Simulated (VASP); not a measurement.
# SiO2 (P4_12_12) in VASP: further runs

The runs below take SiO2 through single point, with PBE.

Program: VASP 6.6.1. These are calculated values, not measurements. Logs are shortened: lines on timing, memory, paths and dates and some standing lists are left out, and cuts for length are marked.

## Step 1: The cell of the first run

Symmetry: P4_12_12, No. 92, tetragonal system. The conventional cell has a = 5.037 Å, b = 5.037 Å, c = 7.017 Å, α = 90.00°, β = 90.00°, γ = 90.00°. Within 2.2 Å of Si (site symmetry 2) lie 4 O at 1.63 Å. O (site symmetry 1) has 2 Si at 1.63 Å within 2.2 Å.

## Step 2: Single point, PBE (14.83 Å³/atom)

The input, INCAR:

```
PREC = Accurate ; ENCUT = 520
EDIFF = 1E-7 ; ISMEAR = 0
SIGMA = 0.02 ; LREAL = False
LASPH = True ; NELM = 80
ALGO = Normal ; ISIF = 2
LWAVE = False ; LCHARG = False
GGA = PE ; NBANDS = 44
```

The input, KPOINTS:

```
Automatic mesh
0
Gamma
  6 6 4
```

The input, POSCAR:

```
SiO2
1.0
    5.0367586148      0.0000000000      0.0000000000
    0.0000000000      5.0367586148      0.0000000000
    0.0000000000      0.0000000000      7.0168346045
Si O
4 8
Direct
    0.2989360209      0.2989360209      0.0000000000
    0.2010639791      0.7989360209      0.2500000000
    0.7010639791      0.7010639791      0.5000000000
    0.7989360209      0.2010639791      0.7500000000
    0.2392507570      0.1038818631      0.1794626772
    0.3961181369      0.7392507570      0.4294626772
    0.7607492430      0.8961181369      0.6794626772
    0.6038818631      0.2607492430      0.9294626772
    0.7392507570      0.3961181369      0.5705373228
    0.8961181369      0.7607492430      0.3205373228
    0.2607492430      0.6038818631      0.0705373228
    0.1038818631      0.2392507570      0.8205373228
```

Potentials or basis: VASP PAW PBE potentials, release 64 (Si, O).

Run with:

```
$ cat potpaw_PBE.64/Si/POTCAR potpaw_PBE.64/O/POTCAR > POTCAR
$ mpirun -np 1 vasp_std > vasp.out
```

OUTCAR:

```text
PREC = Accurate
   ENCUT = 520
   EDIFF = 1E-7
   ISMEAR = 0
   LREAL = False
   LASPH = True
   NELM = 80
   ISIF = 2
   GGA = PE

 ion  position               nearest neighbor table
   1  0.299  0.299  0.000-   8 1.63  11 1.63   5 1.63  12 1.63   2 3.11   4 3.11   2 3.11   4 3.11

   2  0.201  0.799  0.250-   5 1.63  10 1.63   6 1.63  11 1.63   1 3.11   3 3.11   1 3.11   3 3.11

   3  0.701  0.701  0.500-   6 1.63   9 1.63   7 1.63  10 1.63   2 3.11   4 3.11   4 3.11   2 3.11

   4  0.799  0.201  0.750-   7 1.63  12 1.63   9 1.63   8 1.63   1 3.11   3 3.11   3 3.11   1 3.11

   5  0.239  0.104  0.179-   2 1.63   1 1.63
   6  0.396  0.739  0.429-   3 1.63   2 1.63
   7  0.761  0.896  0.679-   4 1.63   3 1.63
   8  0.604  0.261  0.929-   1 1.63   4 1.63
   9  0.739  0.396  0.571-   3 1.63   4 1.63
  10  0.896  0.761  0.321-   2 1.63   3 1.63
  11  0.261  0.604  0.071-   1 1.63   2 1.63
  12  0.104  0.239  0.821-   4 1.63   1 1.63

  LATTYP: Found a simple tetragonal cell.
 ALAT       =     5.0367586148
 C/A-ratio  =     1.3931250515

  Lattice vectors:

 A1 = (   5.0367586148,   0.0000000000,   0.0000000000)
 A2 = (   0.0000000000,   5.0367586148,   0.0000000000)
 A3 = (   0.0000000000,   0.0000000000,   7.0168346045)

Analysis of symmetry for initial positions (statically):
=====================================================================
 Subroutine PRICEL returns:
 Original cell was already a primitive cell.

 Routine SETGRP: Setting up the symmetry group for a
 simple tetragonal supercell.

 Subroutine GETGRP returns: Found  8 space group operations
 (whereof  2 operations were pure point group operations)
 out of a pool of 16 trial point group operations.

The static configuration has the point symmetry C_2 .
 The point group associated with its full space group is D_4 .

Analysis of symmetry for dynamics (positions and initial velocities):
=====================================================================
 Subroutine PRICEL returns:
 Original cell was already a primitive cell.

 Routine SETGRP: Setting up the symmetry group for a
 simple tetragonal supercell.

 Subroutine GETGRP returns: Found  8 space group operations
 (whereof  2 operations were pure point group operations)
 out of a pool of 16 trial point group operations.

The dynamic configuration has the point symmetry C_2 .
 The point group associated with its full space group is D_4 .

 Subroutine INISYM returns: Found  8 space group operations
 (whereof  2 operations are pure point group operations),
 and found     1 'primitive' translations

----------------------------------------------------------------------------------------

                                     Primitive cell

  volume of cell :     178.0096

  direct lattice vectors                    reciprocal lattice vectors
     5.036758615  0.000000000  0.000000000     0.198540386  0.000000000  0.000000000
     0.000000000  5.036758615  0.000000000     0.000000000  0.198540386  0.000000000
     0.000000000  0.000000000  7.016834604     0.000000000  0.000000000  0.142514404

  length of vectors
     5.036758615  5.036758615  7.016834604     0.198540386  0.198540386  0.142514404

  position of ions in fractional coordinates (direct lattice)
     0.298936021  0.298936021  0.000000000
     0.201063979  0.798936021  0.250000000
     0.701063979  0.701063979  0.500000000
     0.798936021  0.201063979  0.750000000
     0.239250757  0.103881863  0.179462677
     0.396118137  0.739250757  0.429462677
     0.760749243  0.896118137  0.679462677
     0.603881863  0.260749243  0.929462677
     0.739250757  0.396118137  0.570537323
     0.896118137  0.760749243  0.320537323
     0.260749243  0.603881863  0.070537323
     0.103881863  0.239250757  0.820537323

  ion indices of the primitive-cell ions
   primitive index   ion index
                 1           1
                 2           2
                 3           3
                 4           4
                 5           5
                 6           6
                 7           7
                 8           8
                 9           9
                10          10
                11          11
                12          12

----------------------------------------------------------------------------------------

 KPOINTS: Automatic mesh

Automatic generation of k-mesh.
 Grid dimensions read from file:
 generate k-points for:    6    6    4

 Generating k-lattice:

  Cartesian coordinates                     Fractional coordinates (reciprocal lattice)
     0.033090064  0.000000000  0.000000000     0.166666667  0.000000000  0.000000000
     0.000000000  0.033090064  0.000000000     0.000000000  0.166666667  0.000000000
     0.000000000  0.000000000  0.035628601     0.000000000  0.000000000  0.250000000

  Length of vectors
     0.033090064  0.033090064  0.035628601

  Shift w.r.t. Gamma in fractional coordinates (k-lattice)
     0.000000000  0.000000000  0.000000000

 Subroutine IBZKPT returns following result:
 ===========================================

 Found     30 irreducible k-points:

 Following reciprocal coordinates:
            Coordinates               Weight
  0.000000  0.000000  0.000000      1.000000
  0.166667  0.000000  0.000000      4.000000
  0.333333  0.000000  0.000000      4.000000
  0.500000  0.000000  0.000000      2.000000
  0.166667  0.166667  0.000000      4.000000
  0.333333  0.166667  0.000000      8.000000
[... 16 lines left out ...]
  0.333333  0.000000  0.500000      4.000000
  0.500000  0.000000  0.500000      2.000000
 [... further k-points ...]
   k-points           NKPTS =     30   k-points in BZ     NKDIM =     30   number of bands    NBANDS=     44
   number of dos      NEDOS =    301   number of ions     NIONS =     12
   total plane-waves  NPLWV =  86400
   dimension x,y,z NGX =    40 NGY =   40 NGZ =   54
   dimension x,y,z NGXF=    80 NGYF=   80 NGZF=  108
   ions per type =               4   8
   NGX,Y,Z   is equivalent  to a cutoff of  13.20, 13.20, 12.79 a.u.
   NGXF,Y,Z  is equivalent  to a cutoff of  26.41, 26.41, 25.59 a.u.
 SYSTEM =  unknown system
   PREC   = accura    normal or accurate (medium, high low for compatibility)
   ISTART =      0    job   : 0-new  1-cont  2-samecut
   ICHARG =      2    charge: 1-file 2-atom 10-const
   ISPIN  =      1    spin polarized calculation?
   LNONCOLLINEAR =      F non collinear calculations
   LSORBIT =      F    spin-orbit coupling
   LASPH  =      T    aspherical Exc in radial PAW
   ENCUT  =  520.0 eV  38.22 Ry    6.18 a.u.   9.37  9.37 13.05*2*pi/ulx,y,z
   NELM   =     80;   NELMIN=  2; NELMDL= -5     # of ELM steps
   EDIFF  = 0.1E-06   stopping-criterion for ELM
   LREAL  =      F    real-space projection
   EDIFFG = 0.1E-05   stopping-criterion for IOM
   NSW    =      0    number of steps for IOM
   IBRION =     -1    ionic relax: 0-MD 1-quasi-New 2-CG
   NFREE  =      0    steps in history (QN), initial steepest desc. (CG)
   ISIF   =      2    stress and relaxation
   ISYM   =      2    0-nonsym 1-usesym 2-fastsym
   POTIM  = 0.5000    time-step for ionic-motion
   TEBEG  =    0.0;   TEEND  =   0.0 temperature during run
   PSTRESS=    0.0 pullay stress
   NELECT =      64.0000    total number of electrons
   NUPDOWN=      -1.0000    fix difference up-down
   EMIN   =  10.00;   EMAX   =-10.00  energy-range for DOS
   EFERMI =   0.00;   METHOD = LEGACY
   ISMEAR =     0;   SIGMA  =   0.02  broadening in eV -4-tet -1-fermi 0-gaus
   EFERMI_NEDOS =   21; number of points for ismear=-14 and -15
   IALGO  =     38    algorithm
   IMIX   =      4    mixing-type and parameters
     AMIX     =   0.40;   BMIX     =  1.00
     AMIX_MAG =   1.60;   BMIX_MAG =  1.00
  volume/ion in A,a.u.               =      14.83       100.11
  Fermi-wavevector in a.u.,A,eV,Ry     =   1.164091  2.199813 18.437366  1.355108
  Thomas-Fermi vector in A             =   2.300633
   LORBIT       =      0    0 simple, 1 ext, 2 COOP (PROOUT), +10 PAW based schemes
   GGA     = PE    functional components
   LHFCALC =     F    Hartree Fock is set to
   AEXX    =    0.0000 exact exchange contribution
   IVDW    =     0    specifies the selected vdW correction
   LEPSILON=     F    determine dielectric tensor
   LRPA    =     F    only Hartree local field effects (RPA)
 non-spin polarized calculation
 Gauss-broadening in eV      SIGMA  =   0.02
  energy-cutoff  :      520.00
  volume of cell :      178.01
 maximum number of plane-waves:      4823
 NGX is ok and might be reduce to    40
   NGX = 19   NGY = 19   NGZ = 27

 number of electron      63.9999990 magnetization

 Free energy of the ion-electron system (eV)
  ---------------------------------------------------
  ext. energy  EPLUGINS =         0.00000000
  ---------------------------------------------------
  free energy    TOTEN  =       -94.93494157 eV

  energy without entropy =      -94.93494157  energy(sigma->0) =      -94.93494157

 E-fermi :   0.0150     XC(G=0):  -8.2692

 val. band max:       -0.1034842909   @ k =   0.0000   0.0000   0.0000
 cond. band min:       5.4555011148   @ k =   0.0000   0.0000   0.0000
 fundamental gap:      5.5589854058
 Fermi energy:         0.0150121893

 k-point     1 :       0.0000    0.0000    0.0000
  band No.  band energies     occupation
      1     -19.4400      2.00000
      2     -18.5673      2.00000
      3     -18.5673      2.00000
      4     -17.4418      2.00000
      5     -17.4009      2.00000
      6     -17.4003      2.00000
[... 36 lines left out ...]
     43      10.9987      0.00000
     44      11.2216      0.00000
[... 1040 lines left out ...]
      4     -18.0534      2.00000
      5     -17.4405      2.00000
      6     -17.4405      2.00000
[... 36 lines left out ...]
     43      11.2258      0.00000
     44      11.2362      0.00000

 [... further k-points ...]

------------------------ aborting loop because EDIFF is reached ----------------------------------------

  FORCE on cell =-STRESS in cart. coord.  units (eV):
  Direction    XX          YY          ZZ          XY          YZ          ZX
  --------------------------------------------------------------------------------------
  -------------------------------------------------------------------------------------
  Total        0.7449094      0.7449094      0.5802357      0.0000000      0.0000000      0.0000000
  in kB        6.7045639      6.7045639      5.2224165      0.0000000      0.0000000      0.0000000
  external PRESSURE =       6.2105148 kB  Pullay stress =       0.0000000 kB

 VOLUME and BASIS-vectors are now :
 -----------------------------------------------------------------------------
  energy-cutoff  :      520.00
  volume of cell :      178.01
      direct lattice vectors                 reciprocal lattice vectors
     5.036758615  0.000000000  0.000000000     0.198540386  0.000000000  0.000000000
     0.000000000  5.036758615  0.000000000     0.000000000  0.198540386  0.000000000
     0.000000000  0.000000000  7.016834604     0.000000000  0.000000000  0.142514404

 POSITION                                       TOTAL-FORCE (eV/Angst)
 -----------------------------------------------------------------------------------
      1.50567      1.50567      0.00000         0.018289      0.018289      0.000000
      1.01271      4.02405      1.75421        -0.018289      0.018289      0.000000
      3.53109      3.53109      3.50842        -0.018289     -0.018289      0.000000
      4.02405      1.01271      5.26263         0.018289     -0.018289      0.000000
      1.20505      0.52323      1.25926         0.000646      0.003542     -0.012771
      1.99515      3.72343      3.01347        -0.003542      0.000646     -0.012771
      3.83171      4.51353      4.76768        -0.000646     -0.003542     -0.012771
      3.04161      1.31333      6.52189         0.003542     -0.000646     -0.012771
      3.72343      1.99515      4.00337         0.000646     -0.003542      0.012771
      4.51353      3.83171      2.24916        -0.003542     -0.000646      0.012771
      1.31333      3.04161      0.49495        -0.000646      0.003542      0.012771
      0.52323      1.20505      5.75757         0.003542      0.000646      0.012771
 -----------------------------------------------------------------------------------
    total drift:                                0.000000     -0.000000      0.000000

  FREE ENERGIE OF THE ION-ELECTRON SYSTEM (eV)
  ---------------------------------------------------
  free  energy   TOTEN  =       -94.9349415709 eV

  energy  without entropy=      -94.9349415709  energy(sigma->0) =      -94.93494157
```

Wall time 3.1 min (1 thread of Intel Xeon Platinum 8488C (Sapphire Rapids), shared host); peak memory 0.36 GiB.

What came out:

```yaml
Free_energy: -94.9349 eV
Pressure: 0.6 GPa
Largest_force: 0.026 eV/Å
Band_gap_on_the_k_mesh: 5.56 eV
```

Forces in eV/Å, atoms in the order of the input:
```
Si   0.018  0.018  0.000
Si  -0.018  0.018  0.000
Si  -0.018 -0.018  0.000
Si   0.018 -0.018  0.000
O    0.001  0.004 -0.013
O   -0.004  0.001 -0.013
O   -0.001 -0.004 -0.013
O    0.004 -0.001 -0.013
O    0.001 -0.004  0.013
O   -0.004 -0.001  0.013
O   -0.001  0.004  0.013
O    0.004  0.001  0.013
```

Stress tensor (GPa, compression positive):
```
0.67 0.00 0.00
0.00 0.67 0.00
0.00 0.00 0.52
```

A k mesh can miss the band edges.

## Step 3: Single point, PBE

This run uses another cell than the first one, of 15.29 Å³/atom.

The input, INCAR:

```
  ALGO = Normal
  EDIFF = 1E-6
  ENCUT = 520
  GGA = PE
  ISIF = 2
  ISMEAR = 0
  LASPH = True
  LCHARG = True
  LELF = True
  LREAL = False
  LVHAR = True
  LWAVE = False
  NBANDS = 44
  NELM = 80
  PREC = Accurate
  SIGMA = 0.02
```

The input, KPOINTS:

```
k-points
0
Gamma
  6 6 4
```

The input, POSCAR:

```
SiO2
1.0
    5.0836999392      0.0000000000      0.0000000000
    0.0000000000      5.0836999392      0.0000000000
    0.0000000000      0.0000000000      7.1008765718
Si O
4 8
Direct
    0.2938575611      0.2938575611      0.0000000000
    0.2061424389      0.7938575611      0.2500000000
    0.7061424389      0.7061424389      0.5000000000
    0.7938575611      0.2061424389      0.7500000000
    0.2411800971      0.0934526146      0.1742257763
    0.4065473854      0.7411800971      0.4242257763
    0.7588199029      0.9065473854      0.6742257763
    0.5934526146      0.2588199029      0.9242257763
    0.7411800971      0.4065473854      0.5757742237
    0.9065473854      0.7588199029      0.3257742237
    0.2588199029      0.5934526146      0.0757742237
    0.0934526146      0.2411800971      0.8257742237
```

Potentials or basis: VASP PAW PBE potentials, release 64 (Si, O).

Run with:

```
$ cat potpaw_PBE.64/Si/POTCAR potpaw_PBE.64/O/POTCAR > POTCAR
$ mpirun -np 1 vasp_std > vasp.out
```

Run time: 3.3 min. Hardware: 1 thread of Intel Xeon Platinum 8488C (Sapphire Rapids), shared host; peak memory 0.38 GiB.

The run converged. Its results:

```
Free energy            : -94.9522 eV
Pressure               : 0.1 GPa
Largest force          : 0.018 eV/Å
Band gap on the k mesh : 5.51 eV
```

Forces in eV/Å, atoms in the order of the input:
```
Si   0.013  0.013  0.000
Si  -0.013  0.013  0.000
Si  -0.013 -0.013  0.000
Si   0.013 -0.013  0.000
O    0.001  0.000 -0.009
O    0.000  0.001 -0.009
O   -0.001  0.000 -0.009
O    0.000 -0.001 -0.009
O    0.001  0.000  0.009
O    0.000 -0.001  0.009
O   -0.001  0.000  0.009
O    0.000  0.001  0.009
```

Levels at points of the mesh, in eV from the valence-band top:
```tsv
k point	band 29	band 30	band 31	band 32	band 33	band 34	band 35	band 36
(0.00, 0.00, 0.00)	-0.66	-0.25	-0.25	0.00	5.51	8.67	8.67	8.87
(0.50, 0.00, 0.00)	-0.63	-0.63	-0.45	-0.45	7.48	7.48	9.12	9.12
(0.50, 0.50, 0.00)	-0.59	-0.59	-0.55	-0.55	8.50	8.50	8.58	8.58
(0.00, 0.00, 0.50)	-0.49	-0.49	-0.39	-0.39	6.70	6.70	9.31	9.31
(0.50, 0.00, 0.50)	-0.92	-0.92	-0.16	-0.16	7.71	7.71	8.71	8.71
(0.50, 0.50, 0.50)	-0.64	-0.64	-0.64	-0.64	9.01	9.01	9.01	9.01
```

## Step 4: Single point, PBE

This run uses another cell than the first one, of 15.29 Å³/atom.

The input, INCAR:

```
SYSTEM = SiO2
PREC     = Accurate       ! precision mode
ENCUT    = 520            ! plane-wave cutoff, eV
EDIFF    = 1E-6           ! SCF threshold, eV
ISMEAR   = 0              ! smearing method
SIGMA    = 0.02           ! smearing width, eV
LREAL    = .False.        ! projectors in reciprocal space
LASPH    = .True.         ! aspherical terms in the spheres
NELM     = 80             ! most SCF steps
ALGO     = Normal         ! electronic algorithm
ISIF     = 2              ! what is computed and relaxed
LWAVE    = .False.        ! write WAVECAR
LCHARG   = .False.        ! write CHGCAR
GGA      = PE             ! functional
NBANDS   = 44             ! bands
```

The input, KPOINTS:

```
Automatic mesh
0
Gamma
  6 6 4
  0 0 0
```

POSCAR is that of step 3.

Run with:

```
$ cat potpaw_PBE.64/Si/POTCAR potpaw_PBE.64/O/POTCAR > POTCAR
$ mpirun -np 1 vasp_std > vasp.out
```

Wall time 2.8 min (1 thread of Intel Xeon Platinum 8488C (Sapphire Rapids), shared host); peak memory 0.37 GiB.

It converged, with:

```yaml
Free_energy: -94.9522 eV
Pressure: 0.1 GPa
Largest_force: 0.018 eV/Å
Band_gap_on_the_k_mesh: 5.51 eV
```

Forces in eV/Å, atoms in the order of the input:
```
Si   0.013  0.013  0.000
Si  -0.013  0.013  0.000
Si  -0.013 -0.013  0.000
Si   0.013 -0.013  0.000
O    0.001  0.000 -0.009
O    0.000  0.001 -0.009
O   -0.001  0.000 -0.009
O    0.000 -0.001 -0.009
O    0.001  0.000  0.009
O    0.000 -0.001  0.009
O   -0.001  0.000  0.009
O    0.000  0.001  0.009
```

Levels at points of the mesh, in eV from the valence-band top:
```csv
k point,band 30,band 31,band 32,band 33,band 34,band 35
"(0.00, 0.00, 0.00)",-0.25,-0.25,0.00,5.51,8.67,8.67
"(0.50, 0.00, 0.00)",-0.63,-0.45,-0.45,7.48,7.48,9.12
"(0.50, 0.50, 0.00)",-0.59,-0.55,-0.55,8.50,8.50,8.58
"(0.00, 0.00, 0.50)",-0.49,-0.39,-0.39,6.70,6.70,9.31
"(0.50, 0.00, 0.50)",-0.92,-0.16,-0.16,7.71,7.71,8.71
"(0.50, 0.50, 0.50)",-0.64,-0.64,-0.64,9.01,9.01,9.01
```
